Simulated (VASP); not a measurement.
# SnSe4 (Pm-3m) in VASP: notebook

The runs below take SnSe4 through single point, relaxation of cell and atoms, with PBE, PBE+D3(BJ).

Program: VASP 6.6.1. These are calculated values, not measurements. Logs are shortened: lines on timing, memory, paths and dates and some standing lists are left out, and cuts for length are marked.

### 1 The cell of the first run

Symmetry: Pm-3m, No. 221, cubic system. The conventional cell has a = 5.233 Å, b = 5.233 Å, c = 5.233 Å, α = 90.00°, β = 90.00°, γ = 90.00°. Sn (site symmetry m-3m) has 6 Se at 2.62 Å within 3.5 Å. Within 4.9 Å of Se (site symmetry m-3m) lie 12 Se at 3.70 Å and 8 Sn at 4.53 Å. Within 3.5 Å of Se (site symmetry 4/mmm) lie 2 Sn at 2.62 Å.

### 2 Single point, PBE

File INCAR:

```
PREC = Accurate
ENCUT = 520
EDIFF = 1E-6
ISMEAR = 0
SIGMA = 0.1
LREAL = False
LASPH = True
NELM = 100
ALGO = Normal
ISIF = 2
LWAVE = False
LCHARG = True
GGA = PE
LELF = True
LVHAR = True
NBANDS = 27
```

File KPOINTS:

```
regular mesh
0
Gamma
  4 4 4
```

File POSCAR:

```
SnSe4
1.0
    5.2334296900      0.0000000000      0.0000000000
    0.0000000000      5.2334296900      0.0000000000
    0.0000000000      0.0000000000      5.2334296900
Sn Se
1 4
Direct
    0.5000000000      0.5000000000      0.5000000000
    0.0000000000      0.0000000000      0.0000000000
    0.5000000000      0.5000000000      0.0000000000
    0.5000000000      0.0000000000      0.5000000000
    0.0000000000      0.5000000000      0.5000000000
```

Potentials or basis: VASP PAW PBE potentials, release 64 (Sn_d, Se).

On the command line:

```
> cat potpaw_PBE.64/Sn_d/POTCAR potpaw_PBE.64/Se/POTCAR > POTCAR
> mpirun -np 1 vasp_std > vasp.out
```

OUTCAR:

```text
PREC = Accurate
   ENCUT = 520
   EDIFF = 1E-6
   ISMEAR = 0
   LREAL = False
   LASPH = True
   NELM = 100
   ISIF = 2
   GGA = PE

 ion  position               nearest neighbor table
   1  0.500  0.500  0.500-   3 2.62   4 2.62   5 2.62   3 2.62   4 2.62   5 2.62
   2  0.000  0.000  0.000-
   3  0.500  0.500  0.000-   1 2.62   1 2.62
   4  0.500  0.000  0.500-   1 2.62   1 2.62
   5  0.000  0.500  0.500-   1 2.62   1 2.62

  LATTYP: Found a simple cubic cell.
 ALAT       =     5.2334296900

  Lattice vectors:

 A1 = (   5.2334296900,   0.0000000000,   0.0000000000)
 A2 = (   0.0000000000,   5.2334296900,   0.0000000000)
 A3 = (   0.0000000000,   0.0000000000,   5.2334296900)

Analysis of symmetry for initial positions (statically):
=====================================================================
 Subroutine PRICEL returns:
 Original cell was already a primitive cell.

 Routine SETGRP: Setting up the symmetry group for a
 simple cubic supercell.

 Subroutine GETGRP returns: Found 48 space group operations
 (whereof 48 operations were pure point group operations)
 out of a pool of 48 trial point group operations.

The static configuration has the point symmetry O_h .

Analysis of symmetry for dynamics (positions and initial velocities):
=====================================================================
 Subroutine PRICEL returns:
 Original cell was already a primitive cell.

 Routine SETGRP: Setting up the symmetry group for a
 simple cubic supercell.

 Subroutine GETGRP returns: Found 48 space group operations
 (whereof 48 operations were pure point group operations)
 out of a pool of 48 trial point group operations.

The dynamic configuration has the point symmetry O_h .

 Subroutine INISYM returns: Found 48 space group operations
 (whereof 48 operations are pure point group operations),
 and found     1 'primitive' translations

----------------------------------------------------------------------------------------

                                     Primitive cell

  volume of cell :     143.3373

  direct lattice vectors                    reciprocal lattice vectors
     5.233429690  0.000000000  0.000000000     0.191079284  0.000000000  0.000000000
     0.000000000  5.233429690  0.000000000     0.000000000  0.191079284  0.000000000
[... 74 lines left out ...]
   ENCUT  =  520.0 eV  38.22 Ry    6.18 a.u.   9.73  9.73  9.73*2*pi/ulx,y,z
   NELM   =    100;   NELMIN=  2; NELMDL= -5     # of ELM steps
   EDIFF  = 0.1E-05   stopping-criterion for ELM
   LREAL  =      F    real-space projection
   EDIFFG = 0.1E-04   stopping-criterion for IOM
   NSW    =      0    number of steps for IOM
   IBRION =     -1    ionic relax: 0-MD 1-quasi-New 2-CG
   NFREE  =      0    steps in history (QN), initial steepest desc. (CG)
   ISIF   =      2    stress and relaxation
   ISYM   =      2    0-nonsym 1-usesym 2-fastsym
   POTIM  = 0.5000    time-step for ionic-motion
   TEBEG  =    0.0;   TEEND  =   0.0 temperature during run
   PSTRESS=    0.0 pullay stress
   NELECT =      38.0000    total number of electrons
   NUPDOWN=      -1.0000    fix difference up-down
   EMIN   =  10.00;   EMAX   =-10.00  energy-range for DOS
   EFERMI =   0.00;   METHOD = LEGACY
   ISMEAR =     0;   SIGMA  =   0.10  broadening in eV -4-tet -1-fermi 0-gaus
   EFERMI_NEDOS =   21; number of points for ismear=-14 and -15
   IALGO  =     38    algorithm
   IMIX   =      4    mixing-type and parameters
     AMIX     =   0.40;   BMIX     =  1.00
     AMIX_MAG =   1.60;   BMIX_MAG =  1.00
  volume/ion in A,a.u.               =      28.67       193.46
  Fermi-wavevector in a.u.,A,eV,Ry     =   1.051678  1.987384 15.048418  1.106028
  Thomas-Fermi vector in A             =   2.186731
   LORBIT       =      0    0 simple, 1 ext, 2 COOP (PROOUT), +10 PAW based schemes
   GGA     = PE    functional components
   LHFCALC =     F    Hartree Fock is set to
   AEXX    =    0.0000 exact exchange contribution
   IVDW    =     0    specifies the selected vdW correction
   LEPSILON=     F    determine dielectric tensor
   LRPA    =     F    only Hartree local field effects (RPA)
 non-spin polarized calculation
 Gauss-broadening in eV      SIGMA  =   0.10
  energy-cutoff  :      520.00
  volume of cell :      143.34
 maximum number of plane-waves:      3900
 NGX is ok and might be reduce to    40
   NGX = 19   NGY = 19   NGZ = 19

 number of electron      37.9999987 magnetization

 Free energy of the ion-electron system (eV)
  ---------------------------------------------------
  ext. energy  EPLUGINS =         0.00000000
  ---------------------------------------------------
  free energy    TOTEN  =       -14.31306722 eV

  energy without entropy =      -14.26627013  energy(sigma->0) =      -14.28966868

 E-fermi :   2.5254     XC(G=0):  -9.0054

 val. band max:        2.5092270836   @ k =   0.5000   0.2500   0.2500
 cond. band min:       2.6150582113   @ k =   0.2500   0.2500   0.2500
 fundamental gap:      0.1058311277
 Fermi energy:         2.5253909534

 k-point     1 :       0.0000    0.0000    0.0000
  band No.  band energies     occupation
      1     -19.3380      2.00000
      2     -19.3380      2.00000
      3     -19.2080      2.00000
      4     -19.2080      2.00000
      5     -19.2080      2.00000
      6     -11.3119      2.00000
[... 289 lines left out ...]
     26       9.2565      0.00000
     27      10.1994      0.00000

------------------------ aborting loop because EDIFF is reached ----------------------------------------

  FORCE on cell =-STRESS in cart. coord.  units (eV):
  Direction    XX          YY          ZZ          XY          YZ          ZX
  --------------------------------------------------------------------------------------
  -------------------------------------------------------------------------------------
  Total        0.6096792      0.6096792      0.6096792      0.0000000     -0.0000000      0.0000000
  in kB        6.8147947      6.8147947      6.8147947      0.0000000     -0.0000000      0.0000000
  external PRESSURE =       6.8147947 kB  Pullay stress =       0.0000000 kB

 VOLUME and BASIS-vectors are now :
 -----------------------------------------------------------------------------
  energy-cutoff  :      520.00
  volume of cell :      143.34
      direct lattice vectors                 reciprocal lattice vectors
     5.233429690  0.000000000  0.000000000     0.191079284  0.000000000  0.000000000
     0.000000000  5.233429690  0.000000000     0.000000000  0.191079284  0.000000000
     0.000000000  0.000000000  5.233429690     0.000000000  0.000000000  0.191079284

 POSITION                                       TOTAL-FORCE (eV/Angst)
 -----------------------------------------------------------------------------------
      2.61671      2.61671      2.61671         0.000000      0.000000      0.000000
      0.00000      0.00000      0.00000         0.000000      0.000000      0.000000
      2.61671      2.61671      0.00000         0.000000      0.000000      0.000000
      2.61671      0.00000      2.61671         0.000000      0.000000      0.000000
      0.00000      2.61671      2.61671         0.000000      0.000000      0.000000
 -----------------------------------------------------------------------------------
    total drift:                               -0.000000      0.000000     -0.000000

  FREE ENERGIE OF THE ION-ELECTRON SYSTEM (eV)
  ---------------------------------------------------
  free  energy   TOTEN  =       -14.3130672217 eV

  energy  without entropy=      -14.2662701347  energy(sigma->0) =      -14.28966868
```

Run time: 49 s. Hardware: 1 thread of Intel Xeon Platinum 8259CL at 2.50GHz (Skylake/Cascade Lake), shared host; peak memory 0.24 GiB.

Results:

```yaml
Free_energy: -14.3131 eV
Pressure: 0.7 GPa
Band_gap_on_the_k_mesh: zero (band 19 reaches 3.00 eV, above the bottom of band 20 at 2.47 eV)
```

Caveat: spin-orbit coupling is left out, which moves the levels of the heavy elements.

(Continued in part 2 of 2.)
